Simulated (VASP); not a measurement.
# CdS in VASP: notebook

The runs below take CdS through electric field gradients, with PBE.

Program: VASP 6.6.1. These are calculated values, not measurements. Logs are shortened: lines on timing, memory, paths and dates and some standing lists are left out, and cuts for length are marked.

## 1. The cell of the first run

The structure is cubic, space group F-43m (No. 216). Conventional cell: a = 5.820 Å, b = 5.820 Å, c = 5.820 Å, α = 90.00°, β = 90.00°, γ = 90.00°. Within 3.3 Å of Cd (site symmetry -43m) lie 4 S at 2.52 Å. S (site symmetry -43m) has 4 Cd at 2.52 Å within 3.3 Å.

## 2. Electric field gradients, PBE

INCAR

```
PREC = Accurate ; ENCUT = 520
EDIFF = 1E-8 ; ISMEAR = -1
SIGMA = 0.01 ; LREAL = F
LASPH = T ; NELM = 100
ALGO = Normal ; ISIF = 2
LWAVE = F ; LCHARG = F
GGA = PE ; LEFG = T
NBANDS = 16
```

KPOINTS

```
regular mesh
0
Gamma
  2 2 2
```

POSCAR

```
CdS
1.0
    0.0000000000      2.9100000000      2.9100000000
    2.9100000000      0.0000000000      2.9100000000
    2.9100000000      2.9100000000      0.0000000000
Cd S
1 1
Direct
    0.0000000000      0.0000000000      0.0000000000
    0.7500000000      0.7500000000      0.7500000000
```

Potentials or basis: VASP PAW PBE potentials, release 64 (Cd, S).

Launch:

```
cat potpaw_PBE.64/Cd/POTCAR potpaw_PBE.64/S/POTCAR > POTCAR
mpirun -np 1 vasp_std > vasp.out
```

OUTCAR:

```text
PREC = Accurate
   ENCUT = 520
   EDIFF = 1E-8
   ISMEAR = -1
   LREAL = F
   LASPH = T
   NELM = 100
   ISIF = 2
   GGA = PE

 ion  position               nearest neighbor table
   1  0.000  0.000  0.000-   2 2.52   2 2.52   2 2.52   2 2.52
   2  0.750  0.750  0.750-   1 2.52   1 2.52   1 2.52   1 2.52

  LATTYP: Found a face centered cubic cell.
 ALAT       =     5.8200000000

  Lattice vectors:

 A1 = (   0.0000000000,   2.9100000000,   2.9100000000)
 A2 = (   2.9100000000,   0.0000000000,   2.9100000000)
 A3 = (   2.9100000000,   2.9100000000,   0.0000000000)

Analysis of symmetry for initial positions (statically):
=====================================================================
 Subroutine PRICEL returns:
 Original cell was already a primitive cell.

 Routine SETGRP: Setting up the symmetry group for a
 face centered cubic supercell.

 Subroutine GETGRP returns: Found 24 space group operations
 (whereof 24 operations were pure point group operations)
 out of a pool of 48 trial point group operations.

The static configuration has the point symmetry T_d .

Analysis of symmetry for dynamics (positions and initial velocities):
=====================================================================
 Subroutine PRICEL returns:
 Original cell was already a primitive cell.

 Routine SETGRP: Setting up the symmetry group for a
 face centered cubic supercell.

 Subroutine GETGRP returns: Found 24 space group operations
 (whereof 24 operations were pure point group operations)
 out of a pool of 48 trial point group operations.

The dynamic configuration has the point symmetry T_d .

 Subroutine INISYM returns: Found 24 space group operations
 (whereof 24 operations are pure point group operations),
 and found     1 'primitive' translations

----------------------------------------------------------------------------------------

                                     Primitive cell

  volume of cell :      49.2843

  direct lattice vectors                    reciprocal lattice vectors
     0.000000000  2.910000000  2.910000000    -0.171821306  0.171821306  0.171821306
     2.910000000  0.000000000  2.910000000     0.171821306 -0.171821306  0.171821306
     2.910000000  2.910000000  0.000000000     0.171821306  0.171821306 -0.171821306

  length of vectors
     4.115361467  4.115361467  4.115361467     0.297603232  0.297603232  0.297603232

  position of ions in fractional coordinates (direct lattice)
     0.000000000  0.000000000  0.000000000
     0.750000000  0.750000000  0.750000000

  ion indices of the primitive-cell ions
   primitive index   ion index
                 1           1
                 2           2

----------------------------------------------------------------------------------------

 KPOINTS: regular mesh

Automatic generation of k-mesh.
 Grid dimensions read from file:
 generate k-points for:    2    2    2

 Generating k-lattice:

  Cartesian coordinates                     Fractional coordinates (reciprocal lattice)
    -0.085910653  0.085910653  0.085910653     0.500000000  0.000000000  0.000000000
     0.085910653 -0.085910653  0.085910653     0.000000000  0.500000000  0.000000000
     0.085910653  0.085910653 -0.085910653     0.000000000  0.000000000  0.500000000

  Length of vectors
     0.148801616  0.148801616  0.148801616

  Shift w.r.t. Gamma in fractional coordinates (k-lattice)
     0.000000000  0.000000000  0.000000000

 Subroutine IBZKPT returns following result:
 ===========================================

 Found      3 irreducible k-points:

 Following reciprocal coordinates:
            Coordinates               Weight
  0.000000  0.000000  0.000000      1.000000
  0.500000  0.000000  0.000000      4.000000
  0.500000  0.500000  0.000000      3.000000
   k-points           NKPTS =      3   k-points in BZ     NKDIM =      3   number of bands    NBANDS=     16
   number of dos      NEDOS =    301   number of ions     NIONS =      2
   total plane-waves  NPLWV =  32768
   dimension x,y,z NGX =    32 NGY =   32 NGZ =   32
   dimension x,y,z NGXF=    64 NGYF=   64 NGZF=   64
   ions per type =               1   1
   NGX,Y,Z   is equivalent  to a cutoff of  12.93, 12.93, 12.93 a.u.
   NGXF,Y,Z  is equivalent  to a cutoff of  25.85, 25.85, 25.85 a.u.
 SYSTEM =  unknown system
   PREC   = accura    normal or accurate (medium, high low for compatibility)
   ISTART =      0    job   : 0-new  1-cont  2-samecut
   ICHARG =      2    charge: 1-file 2-atom 10-const
   ISPIN  =      1    spin polarized calculation?
   LNONCOLLINEAR =      F non collinear calculations
   LSORBIT =      F    spin-orbit coupling
   LASPH  =      T    aspherical Exc in radial PAW
   ENCUT  =  520.0 eV  38.22 Ry    6.18 a.u.   7.65  7.65  7.65*2*pi/ulx,y,z
   NELM   =    100;   NELMIN=  2; NELMDL= -5     # of ELM steps
   EDIFF  = 0.1E-07   stopping-criterion for ELM
   LREAL  =      F    real-space projection
   EDIFFG = 0.1E-06   stopping-criterion for IOM
   NSW    =      0    number of steps for IOM
   IBRION =     -1    ionic relax: 0-MD 1-quasi-New 2-CG
   NFREE  =      0    steps in history (QN), initial steepest desc. (CG)
   ISIF   =      2    stress and relaxation
   ISYM   =      2    0-nonsym 1-usesym 2-fastsym
   POTIM  = 0.5000    time-step for ionic-motion
   TEBEG  =    0.0;   TEEND  =   0.0 temperature during run
   PSTRESS=    0.0 pullay stress
   NELECT =      18.0000    total number of electrons
   NUPDOWN=      -1.0000    fix difference up-down
   EMIN   =  10.00;   EMAX   =-10.00  energy-range for DOS
   EFERMI =   0.00;   METHOD = LEGACY
   ISMEAR =    -1;   SIGMA  =   0.01  broadening in eV -4-tet -1-fermi 0-gaus
   EFERMI_NEDOS =   21; number of points for ismear=-14 and -15
   IALGO  =     38    algorithm
   IMIX   =      4    mixing-type and parameters
     AMIX     =   0.40;   BMIX     =  1.00
     AMIX_MAG =   1.60;   BMIX_MAG =  1.00
  volume/ion in A,a.u.               =      24.64       166.29
  Fermi-wavevector in a.u.,A,eV,Ry     =   1.170207  2.211371 18.631605  1.369384
  Thomas-Fermi vector in A             =   2.306669
   LORBIT       =      0    0 simple, 1 ext, 2 COOP (PROOUT), +10 PAW based schemes
   GGA     = PE    functional components
   LHFCALC =     F    Hartree Fock is set to
   AEXX    =    0.0000 exact exchange contribution
   IVDW    =     0    specifies the selected vdW correction
   LEPSILON=     F    determine dielectric tensor
   LRPA    =     F    only Hartree local field effects (RPA)
 non-spin polarized calculation
  energy-cutoff  :      520.00
  volume of cell :       49.28
 maximum number of plane-waves:      1363
 NGX is ok and might be reduce to    32
   NGX = 15   NGY = 15   NGZ = 15

 number of electron      18.0000004 magnetization

 Free energy of the ion-electron system (eV)
  ---------------------------------------------------
  ext. energy  EPLUGINS =         0.00000000
  ---------------------------------------------------
  free energy    TOTEN  =        -5.15466772 eV

  energy without entropy =       -5.15466772  energy(sigma->0) =       -5.15466772

 E-fermi :   1.9416     XC(G=0):  -9.0494

 val. band max:        1.6947030291   @ k =   0.0000   0.0000   0.0000
 cond. band min:       2.7039372708   @ k =   0.0000   0.0000   0.0000
 fundamental gap:      1.0092342418
 Fermi energy:         1.9415765851

 k-point     1 :       0.0000    0.0000    0.0000
  band No.  band energies     occupation
      1     -10.6796      2.00000
      2      -6.4019      2.00000
      3      -6.4019      2.00000
      4      -6.4019      2.00000
      5      -5.9531      2.00000
      6      -5.9531      2.00000
[... 8 lines left out ...]
     15      13.0210      0.00000
     16      13.0213      0.00000

 k-point     2 :       0.5000    0.0000    0.0000
  band No.  band energies     occupation
      1     -10.2390      2.00000
      2      -6.2870      2.00000
      3      -6.2870      2.00000
      4      -5.9133      2.00000
      5      -5.9133      2.00000
      6      -5.5287      2.00000
[... 8 lines left out ...]
     15      14.1200      0.00000
     16      14.1200      0.00000

 k-point     3 :       0.5000    0.5000    0.0000
  band No.  band energies     occupation
      1     -10.1043      2.00000
      2      -6.2044      2.00000
      3      -6.0629      2.00000
      4      -6.0629      2.00000
      5      -5.8661      2.00000
      6      -5.4498      2.00000
[... 8 lines left out ...]
     15      13.9307      0.00000
     16      15.1185      0.00000

------------------------ aborting loop because EDIFF is reached ----------------------------------------

  FORCE on cell =-STRESS in cart. coord.  units (eV):
  Direction    XX          YY          ZZ          XY          YZ          ZX
  --------------------------------------------------------------------------------------
  -------------------------------------------------------------------------------------
  Total        2.1659391      2.1659391      2.1659391      0.0000000     -0.0000000     -0.0000000
  in kB       70.4121899     70.4121899     70.4121899      0.0000000     -0.0000000     -0.0000000
  external PRESSURE =      70.4121899 kB  Pullay stress =       0.0000000 kB

 VOLUME and BASIS-vectors are now :
 -----------------------------------------------------------------------------
  energy-cutoff  :      520.00
  volume of cell :       49.28
      direct lattice vectors                 reciprocal lattice vectors
     0.000000000  2.910000000  2.910000000    -0.171821306  0.171821306  0.171821306
     2.910000000  0.000000000  2.910000000     0.171821306 -0.171821306  0.171821306
     2.910000000  2.910000000  0.000000000     0.171821306  0.171821306 -0.171821306

 POSITION                                       TOTAL-FORCE (eV/Angst)
 -----------------------------------------------------------------------------------
      0.00000      0.00000      0.00000         0.000000      0.000000      0.000000
      4.36500      4.36500      4.36500        -0.000000     -0.000000     -0.000000
 -----------------------------------------------------------------------------------
    total drift:                                0.000000      0.000000      0.000000

  FREE ENERGIE OF THE ION-ELECTRON SYSTEM (eV)
  ---------------------------------------------------
  free  energy   TOTEN  =        -5.1546677236 eV

  energy  without entropy=       -5.1546677236  energy(sigma->0) =       -5.15466772

 Electric field gradients (V/A^2)
---------------------------------------------------------------------
 ion       V_xx      V_yy      V_zz      V_xy      V_xz      V_yz
---------------------------------------------------------------------
   1       0.000    -0.000     0.000     0.002     0.002     0.002
   2      -0.000     0.000    -0.000    -0.000    -0.000    -0.000
---------------------------------------------------------------------

 Electric field gradients after diagonalization (V/A^2)
 (convention: |V_zz| > |V_xx| > |V_yy|)
----------------------------------------------------------------------
 ion       V_xx      V_yy      V_zz     asymmetry (V_yy - V_xx)/ V_zz
----------------------------------------------------------------------
   1      -0.002    -0.002     0.004       0.000
   2       0.000     0.000    -0.000       0.000
----------------------------------------------------------------------

           NMR quadrupolar parameters

 Cq : quadrupolar parameter    Cq=e*Q*V_zz/h
 eta: asymmetry parameters     (V_yy - V_xx)/ V_zz
 Q  : nuclear electric quadrupole moment in mb (millibarn)
----------------------------------------------------------------------
 ion       Cq(MHz)       eta       Q (mb)
----------------------------------------------------------------------
   1       0.000       0.000       1.000
   2      -0.000       0.000       1.000
----------------------------------------------------------------------
```

Wall time 3.8 s (1 thread of AMD EPYC 9R14 (Zen 4), shared host); peak memory 0.14 GiB.

Results:

| Property | Result |
| --- | --- |
| Free energy | -5.1547 eV |
| Pressure | 7.0 GPa |
| Band gap on the k mesh | 1.01 eV, direct |

Levels at points of the mesh, in eV from the valence-band top:
```tsv
k point	band 7	band 8	band 9	band 10	band 11	band 12
(0.00, 0.00, 0.00)	0.00	0.00	0.00	1.01	6.32	6.32
(0.50, 0.00, 0.00)	-4.57	-0.78	-0.78	2.84	6.79	6.79
(0.50, 0.50, 0.00)	-4.13	-1.95	-1.95	3.33	4.18	9.24
```

Caveat: the k points lie up to 0.93 Å⁻¹ apart; without QUAD_EFG the Cq values of the log hold for a quadrupole moment of 1 mb, not for the nuclei. A hybrid or GW would open this gap; PBE tends to underestimate it.

(Part 1 of 3 ends here.)
